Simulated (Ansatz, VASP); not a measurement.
**One calculation of Gd, two programs**

```
Gd
1.0
    -2.02500    2.02500    2.02500
     2.02500   -2.02500    2.02500
     2.02500    2.02500   -2.02500
Gd
1
Direct
  0.00000 0.00000 0.00000
```

Alike in both runs: task relaxation of cell and atoms; functional r2SCAN; k mesh 9 × 9 × 9; occupations fermi-dirac, width 0.05 eV; collinear spin.

|  | VASP | Ansatz |
| --- | --- | --- |
| version | VASP 6.6.1 | Ansatz 0.2.0 |
| potentials or method | VASP PAW PBE potentials, release 64 (Gd) | Ansatz PAW |
| plane-wave cutoff (eV) | 600 | 500 |
| valence electrons in the cell | 18 | 18 |

|  | VASP | Ansatz | Ansatz less VASP |
| --- | --- | --- | --- |
| gap on the k mesh at the Fermi level, each at its own relaxed structure (eV) | none | none | - |
| net moment per atom (μB) | 7.98 | 8.01 | +0.026 |
| size of the moment on the site where the two differ most (μB) | 7.10 | 7.58 | +0.476 |
| relaxed volume (Å³/atom) | 33.57 | 33.59 | +0.020 |
| relaxed length of the cell vector where the two differ most in proportion (Å) | 3.520 | 3.521 | +0.0007 |

VASP's potentials were made for PBE, not for r2SCAN. Site moments also hang on the region over which each program counts them. A gap of «none» marks a metal or a gap that the smearing closes.

Spin-orbit coupling is off throughout. Noted on Ansatz's run: the magnetic or orbital state may not be the lowest; the plane-wave basis is chosen anew once the cell has moved, so the energies of steps on either side of that aren't comparable.
